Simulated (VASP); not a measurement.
A run of VASP 6.6.1 is set up as follows.

File INCAR:

```
PREC = Accurate
ENCUT = 520
EDIFF = 1E-7
ISMEAR = -1
SIGMA = 0.05
LREAL = False
LASPH = True
NELM = 100
ALGO = Normal
ISIF = 2
LWAVE = False
LCHARG = True
LDIPOL = True
IDIPOL = 3
DIPOL = 0.5 0.5 0.500
GGA = PE
LELF = True
LVHAR = True
LVACPOTAV = True
NBANDS = 15
```

Contents of KPOINTS:

```
Automatic mesh
0
Gamma
  12 12 1
```

File POSCAR:

```
Mg
1.0
    3.1998719907      0.0000000000      0.0000000000
   -1.5999359953      2.7711704328      0.0000000000
    0.0000000000      0.0000000000     28.9460000000
Mg
6
Direct
    0.8333333333      0.1666666667      0.2757942072
    0.1666666667      0.8333333333      0.3666220642
    0.8333333333      0.1666666667      0.4555626034
    0.1666666667      0.8333333333      0.5444373989
    0.8333333333      0.1666666667      0.6333779341
    0.1666666667      0.8333333333      0.7242057923
```

Potentials or basis: VASP PAW PBE potentials, release 64 (Mg).

The run is started by

```sh
$ cat potpaw_PBE.64/Mg/POTCAR > POTCAR
$ mpirun -np 1 vasp_std > vasp.out
```

(1) What does it give for the largest force?

(2) Predict the band gap on the k mesh.

## Answers

(1) 0.004 eV/Å.

(2) zero (bands 6 and 7 overlap by 1.95 eV).
